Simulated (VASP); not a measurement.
# AgCl (I-4m2) in VASP: notebook

AgCl is run at these levels: PBE, r2SCAN; tasks: single point.

Everything below comes from runs of VASP 6.6.1. Logs are shortened: lines on timing, memory, paths and dates and some standing lists are left out, and cuts for length are marked.

### Step 1. The cell of the first run

The structure is tetragonal, space group I-4m2 (No. 119). The conventional cell has a = 4.296 Å, b = 4.296 Å, c = 6.024 Å, α = 90.00°, β = 90.00°, γ = 90.00°. Within 3.5 Å of Ag (site symmetry -4m2) lie 4 Cl at 2.62 Å. Cl (site symmetry -4m2) has 4 Ag at 2.62 Å within 3.5 Å.

### Step 2. Single point, PBE

INCAR reads:

```
  PREC = Accurate
  ENCUT = 520
  EDIFF = 1E-7
  ISMEAR = 0
  SIGMA = 0.02
  LREAL = False
  LASPH = True
  NELM = 60
  ALGO = Normal
  ISIF = 2
  LWAVE = False
  LCHARG = True
  GGA = PE
  LELF = True
  LVHAR = True
  NBANDS = 16
```

KPOINTS reads:

```
Automatic mesh
0
Gamma
  8 8 8
```

POSCAR reads:

```
AgCl
1.0
   -2.1482423919      2.1482423919      3.0118143214
    2.1482423919     -2.1482423919      3.0118143214
    2.1482423919      2.1482423919     -3.0118143214
Ag Cl
1 1
Direct
    0.0000000000      0.0000000000      0.0000000000
    0.2500000000      0.7500000000      0.5000000000
```

Potentials or basis: VASP PAW PBE potentials, release 64 (Ag, Cl).

Started as:

```sh
$ cat potpaw_PBE.64/Ag/POTCAR potpaw_PBE.64/Cl/POTCAR > POTCAR
$ mpirun -np 1 vasp_std > vasp.out
```

OUTCAR:

```text
PREC = Accurate
   ENCUT = 520
   EDIFF = 1E-7
   ISMEAR = 0
   LREAL = False
   LASPH = True
   NELM = 60
   ISIF = 2
   GGA = PE

 ion  position               nearest neighbor table
   1  0.000  0.000  0.000-   2 2.62   2 2.62   2 2.62   2 2.62
   2  0.250  0.750  0.500-   1 2.62   1 2.62   1 2.62   1 2.62

  LATTYP: Found a body centered tetragonal cell.
 ALAT       =     4.2964847838
 C/A-ratio  =     1.4019899862

  Lattice vectors:

 A1 = (  -2.1482423919,   2.1482423919,   3.0118143214)
 A2 = (   2.1482423919,  -2.1482423919,   3.0118143214)
 A3 = (   2.1482423919,   2.1482423919,  -3.0118143214)

Analysis of symmetry for initial positions (statically):
=====================================================================
 Subroutine PRICEL returns:
 Original cell was already a primitive cell.

 Routine SETGRP: Setting up the symmetry group for a
 body centered tetragonal supercell.

 Subroutine GETGRP returns: Found  8 space group operations
 (whereof  8 operations were pure point group operations)
 out of a pool of 16 trial point group operations.

The static configuration has the point symmetry D_2d.

Analysis of symmetry for dynamics (positions and initial velocities):
=====================================================================
 Subroutine PRICEL returns:
 Original cell was already a primitive cell.

 Routine SETGRP: Setting up the symmetry group for a
 body centered tetragonal supercell.

 Subroutine GETGRP returns: Found  8 space group operations
 (whereof  8 operations were pure point group operations)
 out of a pool of 16 trial point group operations.

The dynamic configuration has the point symmetry D_2d.

 Subroutine INISYM returns: Found  8 space group operations
 (whereof  8 operations are pure point group operations),
 and found     1 'primitive' translations

----------------------------------------------------------------------------------------

                                     Primitive cell

  volume of cell :      55.5974

  direct lattice vectors                    reciprocal lattice vectors
    -2.148242392  2.148242392  3.011814321     0.000000000  0.232748410  0.166012890
     2.148242392 -2.148242392  3.011814321     0.232748410  0.000000000  0.166012890
     2.148242392  2.148242392 -3.011814321     0.232748410  0.232748410  0.000000000

  length of vectors
     4.277957019  4.277957019  4.277957019     0.285888268  0.285888268  0.329155957

  position of ions in fractional coordinates (direct lattice)
     0.000000000  0.000000000  0.000000000
     0.250000000  0.750000000  0.500000000

  ion indices of the primitive-cell ions
   primitive index   ion index
                 1           1
                 2           2

----------------------------------------------------------------------------------------

 KPOINTS: Automatic mesh

Automatic generation of k-mesh.
 Grid dimensions read from file:
 generate k-points for:    8    8    8

 Generating k-lattice:

  Cartesian coordinates                     Fractional coordinates (reciprocal lattice)
     0.000000000  0.029093551  0.020751611     0.125000000  0.000000000 -0.000000000
     0.029093551  0.000000000  0.020751611     0.000000000  0.125000000 -0.000000000
     0.029093551  0.029093551  0.000000000     0.000000000  0.000000000  0.125000000

  Length of vectors
     0.035736034  0.035736034  0.041144495

  Shift w.r.t. Gamma in fractional coordinates (k-lattice)
     0.000000000  0.000000000  0.000000000

 Subroutine IBZKPT returns following result:
 ===========================================

 Found     59 irreducible k-points:

 Following reciprocal coordinates:
            Coordinates               Weight
  0.000000  0.000000  0.000000      1.000000
  0.125000  0.000000  0.000000      8.000000
  0.250000  0.000000  0.000000      8.000000
  0.375000  0.000000  0.000000      8.000000
  0.500000  0.000000  0.000000      4.000000
  0.125000  0.125000  0.000000      8.000000
[... 16 lines left out ...]
  0.250000  0.125000  0.125000     16.000000
  0.375000  0.125000  0.125000      8.000000
 [... further k-points ...]
   k-points           NKPTS =     59   k-points in BZ     NKDIM =     59   number of bands    NBANDS=     16
   number of dos      NEDOS =    301   number of ions     NIONS =      2
   total plane-waves  NPLWV =  32768
   dimension x,y,z NGX =    32 NGY =   32 NGZ =   32
   dimension x,y,z NGXF=    64 NGYF=   64 NGZF=   64
   ions per type =               1   1
   NGX,Y,Z   is equivalent  to a cutoff of  12.44, 12.44, 12.44 a.u.
   NGXF,Y,Z  is equivalent  to a cutoff of  24.87, 24.87, 24.87 a.u.
 SYSTEM =  unknown system
   PREC   = accura    normal or accurate (medium, high low for compatibility)
   ISTART =      0    job   : 0-new  1-cont  2-samecut
   ICHARG =      2    charge: 1-file 2-atom 10-const
   ISPIN  =      1    spin polarized calculation?
   LNONCOLLINEAR =      F non collinear calculations
   LSORBIT =      F    spin-orbit coupling
   LASPH  =      T    aspherical Exc in radial PAW
   ENCUT  =  520.0 eV  38.22 Ry    6.18 a.u.   7.95  7.95  7.95*2*pi/ulx,y,z
   NELM   =     60;   NELMIN=  2; NELMDL= -5     # of ELM steps
   EDIFF  = 0.1E-06   stopping-criterion for ELM
   LREAL  =      F    real-space projection
   EDIFFG = 0.1E-05   stopping-criterion for IOM
   NSW    =      0    number of steps for IOM
   IBRION =     -1    ionic relax: 0-MD 1-quasi-New 2-CG
   NFREE  =      0    steps in history (QN), initial steepest desc. (CG)
   ISIF   =      2    stress and relaxation
   ISYM   =      2    0-nonsym 1-usesym 2-fastsym
   POTIM  = 0.5000    time-step for ionic-motion
   TEBEG  =    0.0;   TEEND  =   0.0 temperature during run
   PSTRESS=    0.0 pullay stress
   NELECT =      18.0000    total number of electrons
   NUPDOWN=      -1.0000    fix difference up-down
   EMIN   =  10.00;   EMAX   =-10.00  energy-range for DOS
   EFERMI =   0.00;   METHOD = LEGACY
   ISMEAR =     0;   SIGMA  =   0.02  broadening in eV -4-tet -1-fermi 0-gaus
   EFERMI_NEDOS =   21; number of points for ismear=-14 and -15
   IALGO  =     38    algorithm
   IMIX   =      4    mixing-type and parameters
     AMIX     =   0.40;   BMIX     =  1.00
     AMIX_MAG =   1.60;   BMIX_MAG =  1.00
  volume/ion in A,a.u.               =      27.80       187.60
  Fermi-wavevector in a.u.,A,eV,Ry     =   1.124124  2.124286 17.193056  1.263654
  Thomas-Fermi vector in A             =   2.260794
   LORBIT       =      0    0 simple, 1 ext, 2 COOP (PROOUT), +10 PAW based schemes
   GGA     = PE    functional components
   LHFCALC =     F    Hartree Fock is set to
   AEXX    =    0.0000 exact exchange contribution
   IVDW    =     0    specifies the selected vdW correction
   LEPSILON=     F    determine dielectric tensor
   LRPA    =     F    only Hartree local field effects (RPA)
 non-spin polarized calculation
 Gauss-broadening in eV      SIGMA  =   0.02
  energy-cutoff  :      520.00
  volume of cell :       55.60
 maximum number of plane-waves:      1516
   NGX = 15   NGY = 15   NGZ = 15

 number of electron      17.9999995 magnetization

 Free energy of the ion-electron system (eV)
  ---------------------------------------------------
  ext. energy  EPLUGINS =         0.00000000
  ---------------------------------------------------
  free energy    TOTEN  =        -5.45315110 eV

  energy without entropy =       -5.45315110  energy(sigma->0) =       -5.45315110

 E-fermi :   1.4994     XC(G=0):  -8.3712

 val. band max:        1.4085124868   @ k =   0.0000   0.0000   0.0000
 cond. band min:       2.6945022482   @ k =   0.0000   0.0000   0.0000
 fundamental gap:      1.2859897614
 Fermi energy:         1.4994112774

 k-point     1 :       0.0000    0.0000    0.0000
  band No.  band energies     occupation
      1     -13.2635      2.00000
      2      -2.4831      2.00000
      3      -2.4831      2.00000
      4      -2.4752      2.00000
      5      -0.6178      2.00000
      6      -0.6096      2.00000
[... 8 lines left out ...]
     15      14.0374      0.00000
     16      14.0998      0.00000

 k-point     2 :       0.1250    0.0000    0.0000
  band No.  band energies     occupation
      1     -13.2401      2.00000
      2      -2.5190      2.00000
      3      -2.4554      2.00000
      4      -2.4485      2.00000
      5      -0.6211      2.00000
      6      -0.6141      2.00000
[... 8 lines left out ...]
     15      13.5064      0.00000
     16      14.4681      0.00000

 k-point     3 :       0.2500    0.0000    0.0000
  band No.  band energies     occupation
      1     -13.1831      2.00000
      2      -2.5737      2.00000
      3      -2.3902      2.00000
      4      -2.3798      2.00000
      5      -0.6142      2.00000
      6      -0.6105      2.00000
[... 8 lines left out ...]
     15      13.2219      0.00000
     16      13.7520      0.00000

 k-point     4 :       0.3750    0.0000    0.0000
  band No.  band energies     occupation
      1     -13.1252      2.00000
      2      -2.5661      2.00000
      3      -2.3289      2.00000
      4      -2.3144      2.00000
      5      -0.5793      2.00000
      6      -0.5786      2.00000
[... 8 lines left out ...]
     15      13.8501      0.00000
     16      13.8501      0.00000

 k-point     5 :       0.5000    0.0000    0.0000
  band No.  band energies     occupation
      1     -13.1011      2.00000
      2      -2.5378      2.00000
      3      -2.3050      2.00000
      4      -2.2887      2.00000
      5      -0.5549      2.00000
      6      -0.5519      2.00000
[... 8 lines left out ...]
     15      14.7190      0.00000
     16      14.7568      0.00000

 k-point     6 :       0.1250    0.1250    0.0000
  band No.  band energies     occupation
      1     -13.2054      2.00000
      2      -2.5629      2.00000
      3      -2.4161      2.00000
      4      -2.4005      2.00000
      5      -0.6429      2.00000
      6      -0.5950      2.00000
[... 8 lines left out ...]
     15      13.4282      0.00000
     16      15.3160      0.00000

 k-point     7 :       0.2500    0.1250    0.0000
  band No.  band energies     occupation
      1     -13.1481      2.00000
      2      -2.5676      2.00000
      3      -2.3530      2.00000
      4      -2.3405      2.00000
      5      -0.6427      2.00000
      6      -0.5652      2.00000
[... 8 lines left out ...]
     15      13.8250      0.00000
     16      14.6607      0.00000

 k-point     8 :       0.3750    0.1250    0.0000
  band No.  band energies     occupation
      1     -13.1017      2.00000
      2      -2.5069      2.00000
      3      -2.3272      2.00000
      4      -2.2773      2.00000
      5      -0.5978      2.00000
      6      -0.5616      2.00000
[... 8 lines left out ...]
     15      13.8647      0.00000
     16      14.6821      0.00000

 k-point     9 :       0.5000    0.1250    0.0000
  band No.  band energies     occupation
      1     -13.0938      2.00000
      2      -2.5134      2.00000
      3      -2.3103      2.00000
      4      -2.2531      2.00000
      5      -0.5903      2.00000
      6      -0.5492      2.00000
[... 8 lines left out ...]
     15      14.5266      0.00000
     16      14.7650      0.00000
[... 172 lines left out ...]
 k-point    19 :       0.5000    0.3750    0.0000
  band No.  band energies     occupation
      1     -13.0578      2.00000
      2      -2.7444      2.00000
      3      -2.0486      2.00000
      4      -2.0259      2.00000
      5      -0.5957      2.00000
      6      -0.5003      2.00000
[... 8 lines left out ...]
     15      14.6827      0.00000
     16      15.4114      0.00000

 k-point    20 :      -0.3750    0.3750    0.0000
  band No.  band energies     occupation
      1     -13.0816      2.00000
      2      -2.7844      2.00000
      3      -2.0976      2.00000
      4      -2.0747      2.00000
      5      -0.6840      2.00000
      6      -0.4961      2.00000
[... 8 lines left out ...]
     15      14.2918      0.00000
     16      16.3676      0.00000

 k-point    21 :       0.5000    0.5000    0.0000
  band No.  band energies     occupation
      1     -13.0502      2.00000
      2      -2.8055      2.00000
      3      -1.9961      2.00000
      4      -1.9719      2.00000
      5      -0.5682      2.00000
      6      -0.4763      2.00000
[... 8 lines left out ...]
     15      14.3483      0.00000
     16      15.3780      0.00000

 k-point    22 :       0.1250    0.1250    0.1250
  band No.  band energies     occupation
      1     -13.1410      2.00000
      2      -2.6302      2.00000
      3      -2.3156      2.00000
      4      -2.2765      2.00000
      5      -0.6753      2.00000
      6      -0.5465      2.00000
[... 8 lines left out ...]
     15      14.2034      0.00000
     16      15.9409      0.00000

 k-point    23 :       0.2500    0.1250    0.1250
  band No.  band energies     occupation
      1     -13.0948      2.00000
      2      -2.5462      2.00000
      3      -2.3109      2.00000
      4      -2.1923      2.00000
      5      -0.6331      2.00000
      6      -0.5529      2.00000
[... 8 lines left out ...]
     15      14.6232      0.00000
     16      15.0233      0.00000

 k-point    24 :       0.3750    0.1250    0.1250
  band No.  band energies     occupation
      1     -13.0756      2.00000
      2      -2.4495      2.00000
      3      -2.3480      2.00000
      4      -2.1532      2.00000
      5      -0.6460      2.00000
      6      -0.5602      2.00000
[... 8 lines left out ...]
     15      14.2796      0.00000
     16      15.0448      0.00000

 [... further k-points ...]

------------------------ aborting loop because EDIFF is reached ----------------------------------------

  FORCE on cell =-STRESS in cart. coord.  units (eV):
  Direction    XX          YY          ZZ          XY          YZ          ZX
  --------------------------------------------------------------------------------------
  -------------------------------------------------------------------------------------
  Total       -0.0372092     -0.0372092     -0.0262993      0.0000000      0.0000000      0.0000000
  in kB       -1.0722758     -1.0722758     -0.7578801      0.0000000      0.0000000      0.0000000
  external PRESSURE =      -0.9674773 kB  Pullay stress =       0.0000000 kB

 VOLUME and BASIS-vectors are now :
 -----------------------------------------------------------------------------
  energy-cutoff  :      520.00
  volume of cell :       55.60
      direct lattice vectors                 reciprocal lattice vectors
    -2.148242392  2.148242392  3.011814321     0.000000000  0.232748410  0.166012890
     2.148242392 -2.148242392  3.011814321     0.232748410  0.000000000  0.166012890
     2.148242392  2.148242392 -3.011814321     0.232748410  0.232748410  0.000000000

 POSITION                                       TOTAL-FORCE (eV/Angst)
 -----------------------------------------------------------------------------------
      0.00000      0.00000      0.00000         0.000000     -0.000000      0.000000
      2.14824      0.00000      1.50591        -0.000000      0.000000     -0.000000
 -----------------------------------------------------------------------------------
    total drift:                                0.000000     -0.000000     -0.000000

  FREE ENERGIE OF THE ION-ELECTRON SYSTEM (eV)
  ---------------------------------------------------
  free  energy   TOTEN  =        -5.4531510976 eV

  energy  without entropy=       -5.4531510976  energy(sigma->0) =       -5.45315110
```

It took 52 s on 1 thread of Intel Xeon Platinum 8259CL at 2.50GHz (Skylake/Cascade Lake), shared host; peak memory 0.2 GiB.

What came out:

* Free energy: -5.4532 eV
* Pressure: -0.1 GPa
* Band gap on the k mesh: 1.29 eV, direct

### Step 3. Single point, PBE

INCAR reads:

```
SYSTEM = AgCl
ALGO = Normal ; EDIFF = 1E-7
ENCUT = 520 ; GGA = PE
ISIF = 2 ; ISMEAR = 0
LASPH = .True. ; LCHARG = .False.
LREAL = .False. ; LWAVE = .False.
NBANDS = 16 ; NELM = 60
PREC = Accurate ; SIGMA = 0.02
```

KPOINTS reads:

```
k-points
0
Gamma
  10 10 10
  0 0 0
```

POSCAR is that of step 2.

Potentials or basis: VASP PAW PBE potentials, release 64 (Ag, Cl).

Started as:

```sh
$ cat potpaw_PBE.64/Ag/POTCAR potpaw_PBE.64/Cl/POTCAR > POTCAR
$ mpirun -np 1 vasp_std > vasp.out
```

It took 80 s on 1 thread of Intel Xeon Platinum 8259CL at 2.50GHz (Skylake/Cascade Lake), shared host; peak memory 0.23 GiB.

It converged, with:

* Free energy: -5.4532 eV
* Pressure: -0.1 GPa
* Band gap on the k mesh: 1.29 eV, direct

Levels at points of the mesh, in eV from the valence-band top:
```csv
k point,band 5,band 6,band 7,band 8,band 9,band 10,band 11,band 12,band 13,band 14
"(0.00, 0.00, 0.00)",-2.03,-2.02,-0.01,-0.01,0.00,1.29,8.11,8.11,8.12,12.55
"(0.50, 0.00, 0.00)",-1.96,-1.96,-1.88,-0.55,-0.54,3.74,6.64,8.42,8.48,11.87
"(0.50, 0.50, 0.00)",-1.98,-1.88,-1.65,-1.29,-1.26,4.87,5.35,8.66,10.49,10.57
"(0.50, 0.50, 0.50)",-1.97,-1.88,-1.63,-1.28,-1.28,4.86,5.32,8.71,10.49,10.49
```

### Step 4. Single point, r2SCAN

POSCAR is that of step 3.

INCAR.step1 reads:

```
PREC     = Accurate       # precision mode
ENCUT    = 520            # plane-wave cutoff, eV
ISMEAR   = 0              # smearing method
SIGMA    = 0.02           # smearing width, eV
LREAL    = F              # projectors in reciprocal space
LASPH    = T              # aspherical terms in the spheres
NELM     = 80             # most SCF steps
NBANDS   = 16             # bands
GGA      = PE             # functional
ALGO     = Normal         # electronic algorithm
EDIFF    = 1E-4           # SCF threshold, eV
LWAVE    = T              # write WAVECAR
LCHARG   = F              # write CHGCAR
```

INCAR.step2 reads:

```
PREC     = Accurate       # precision mode
ENCUT    = 520            # plane-wave cutoff, eV
EDIFF    = 1E-6           # SCF threshold, eV
ISMEAR   = 0              # smearing method
SIGMA    = 0.02           # smearing width, eV
LREAL    = F              # projectors in reciprocal space
LASPH    = T              # aspherical terms in the spheres
NELM     = 80             # most SCF steps
ALGO     = Normal         # electronic algorithm
ISIF     = 2              # what is computed and relaxed
LWAVE    = F              # write WAVECAR
LCHARG   = F              # write CHGCAR
METAGGA  = R2SCAN         # meta-GGA
LMIXTAU  = T            
NBANDS   = 16             # bands
ISTART   = 1
```

KPOINTS reads:

```
Automatic mesh
0
Gamma
  10 10 10
```

Started as:

```sh
$ cat potpaw_PBE.64/Ag/POTCAR potpaw_PBE.64/Cl/POTCAR > POTCAR
$ cp INCAR.step1 INCAR
$ mpirun -np 1 vasp_std > vasp.out
$ cp INCAR.step2 INCAR
$ mpirun -np 1 vasp_std > vasp.out
```

Wall time 3.8 min (1 thread of Intel Xeon Platinum 8259CL at 2.50GHz (Skylake/Cascade Lake), shared host); peak memory 0.24 GiB.

Results (log left out):

* Free energy: -28.5365 eV
* Pressure: -1.2 GPa
* Band gap on the k mesh: 1.64 eV, direct

Levels at points of the mesh, in eV from the valence-band top:
| k point | band 6 | band 7 | band 8 | band 9 | band 10 | band 11 | band 12 | band 13 |
| --- | --- | --- | --- | --- | --- | --- | --- | --- |
| (0.00, 0.00, 0.00) | -2.01 | -0.01 | -0.01 | 0.00 | 1.64 | 8.69 | 8.69 | 8.70 |
| (0.50, 0.00, 0.00) | -1.96 | -1.88 | -0.55 | -0.55 | 4.20 | 6.93 | 8.92 | 8.99 |
| (0.50, 0.50, 0.00) | -1.88 | -1.62 | -1.30 | -1.27 | 5.14 | 5.88 | 8.89 | 11.13 |
| (0.50, 0.50, 0.50) | -1.88 | -1.60 | -1.29 | -1.29 | 5.13 | 5.85 | 8.95 | 11.14 |

Caveat: the PAW data sets were made with another functional, which shifts forces and pressure a little.

### Step 5. Summary

```tsv
level	k mesh	gap on the mesh (eV)	pressure (GPa)
PBE	8 × 8 × 8	1.29	-0.1
PBE	10 × 10 × 10	1.29	-0.1
r2SCAN	10 × 10 × 10	1.64	-1.2
```

Alike in all rows: task single point; potentials or basis VASP PAW PBE potentials, release 64 (Ag, Cl); no spin polarisation; cell as given; cutoff (eV) 520; smearing gaussian 0.02 eV.

On the cell as given the gap runs from 1.29 eV (PBE) to 1.64 eV (r2SCAN); the meshes differ, which moves gaps too. The pressure there spans -1.2 GPa (r2SCAN) to -0.1 GPa (PBE); a positive pressure means that this level wants a larger cell, a negative one a smaller.

Caveats: the PAW data sets were made with another functional, which shifts forces and pressure a little (some runs).

Total energies depend on the potentials used, so only differences within one code and one set of settings carry meaning.
